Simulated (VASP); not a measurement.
Here is a VASP 6.6.1 calculation.

Contents of POSCAR:

```
TiAl3
1.0
   -1.9111070000      1.9111070000      4.2806690000
    1.9111070000     -1.9111070000      4.2806690000
    1.9111070000      1.9111070000     -4.2806690000
Ti Al
1 3
Direct
    0.0000000000      0.0000000000      0.0000000000
    0.5000000000      0.5000000000      0.0000000000
    0.7500000000      0.2500000000      0.5000000000
    0.2500000000      0.7500000000      0.5000000000
```

File INCAR.step1:

```
PREC = Accurate ; ENCUT = 550
ISMEAR = 1 ; SIGMA = 0.1
LREAL = F ; LASPH = T
NELM = 120 ; GGA = PE
ALGO = Normal ; EDIFF = 1E-5
LWAVE = T ; LCHARG = F
GGA_COMPAT = F ; IBRION = 2
ISIF = 3 ; EDIFFG = -0.005
NELMIN = 4 ; NSW = 100
```

The input INCAR.step2:

```
PREC = Accurate ; ENCUT = 550
EDIFF = 1E-7 ; ISMEAR = 1
SIGMA = 0.1 ; LREAL = F
LASPH = T ; NELM = 120
ALGO = Normal ; ISIF = 3
LWAVE = F ; LCHARG = F
METAGGA = R2SCAN ; LMIXTAU = T
IVDW = 13 ; VDW_S6 = 1.0
VDW_S8 = 0.6018749 ; VDW_A1 = 0.51559235
VDW_A2 = 5.77342911 ; IBRION = 2
NSW = 80 ; EDIFFG = -0.005
ISTART = 1 ; GGA_COMPAT = F
NELMIN = 4
```

KPOINTS

```
regular mesh
0
Gamma
  9 9 9
```

Potentials or basis: VASP PAW PBE potentials, release 64 (Ti_sv, Al).

Launch:

```sh
$ cat potpaw_PBE.64/Ti_sv/POTCAR potpaw_PBE.64/Al/POTCAR > POTCAR
$ cp INCAR.step1 INCAR
$ mpirun -np 1 vasp_std > vasp.out
$ cp INCAR.step2 INCAR
$ mpirun -np 1 vasp_std > vasp.out
```

(1) Estimate the space group after relaxing (to 0.1 Å).

(2) Estimate the band gap on the k mesh.

(3) Predict the dispersion energy per atom.

## Answers

(1) I4/mmm (No. 139).

(2) zero (an odd number of electrons rules out a gap without spin polarisation).

(3) -0.113 eV.
